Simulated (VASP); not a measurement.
SiC (2H silicon carbide):

```
Si C
1.0
     3.08000    0.00000    0.00000
    -1.54000    2.66736    0.00000
     0.00000    0.00000    5.04000
Si C
2 2
Direct
  0.00000 0.00000 0.00000
  0.33333 0.66667 0.50000
  0.00000 0.00000 0.37500
  0.33333 0.66667 0.87500
```

```yaml
Program: VASP 6.6.1
Task: relaxation of cell and atoms
Functional: LDA
Potentials_or_basis: VASP PAW LDA potentials, release 64 (Si, C)
Cutoff: 600 eV
k_mesh: 12 × 12 × 6
Occupations: gaussian, width 0.01 eV
Spin: no spin polarisation
```

At the start: pressure -4.2 GPa; volume 10.35 Å³/atom.

**Question.** How do energy, volume and symmetry change on relaxing?

**Answer.** Over 8 steps the energy falls by 2.9 meV/atom and the volume is 10.16 Å³/atom (-1.9 %); space group P6_3mc (No. 186, to 0.05 Å).

The path:
```tsv
step	energy change (eV)	largest force (eV/Å)	pressure (GPa)	volume (Å³)
1	0.0000	0.1032	-4.24	41.41
2	0.0032	0.1577	4.99	39.79
3	-0.0115	0.0140	-0.08	40.63
4	-0.0115	0.0164	0.01	40.62
5	-0.0115	0.0134	0.13	40.60
6	-0.0115	0.0024	0.07	40.61
7	-0.0115	0.0014	-0.05	40.63
8	-0.0115	0.0001	0.00	40.62
```

Final structure:
```
Si C
1.0
     3.05740    0.00000    0.00000
    -1.52870    2.64779    0.00000
     0.00000    0.00000    5.01782
Si C
2 2
Direct
  0.00000 0.00000 0.99960
  0.33333 0.66667 0.49960
  0.00000 0.00000 0.37540
  0.33333 0.66667 0.87540
```
